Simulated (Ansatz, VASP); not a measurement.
## Na in VASP and in Ansatz

```
Na
1.0
    -3.28951    3.28951    1.77840
     3.28951   -3.28951    1.77840
     3.28951    3.28951   -1.77840
Na
2
Direct
  0.62500 0.87500 0.75000
  0.37500 0.12500 0.25000
```

Alike in both runs: task single point; functional PBE; k mesh 12 × 12 × 12; occupations fermi-dirac, width 0.08 eV; no spin polarisation.

|  | VASP | Ansatz |
| --- | --- | --- |
| version | VASP 6.6.1 | Ansatz 0.2.0 |
| potentials or method | VASP PAW PBE potentials, release 64 (Na_pv), cutoff 520 eV | all-electron LAPW, scalar-relativistic |

```tsv
	VASP	Ansatz	Ansatz less VASP
pressure (GPa)	0.0	0.0	+0.01
```

Ansatz ran all-electron here, and VASP with PAW potentials.
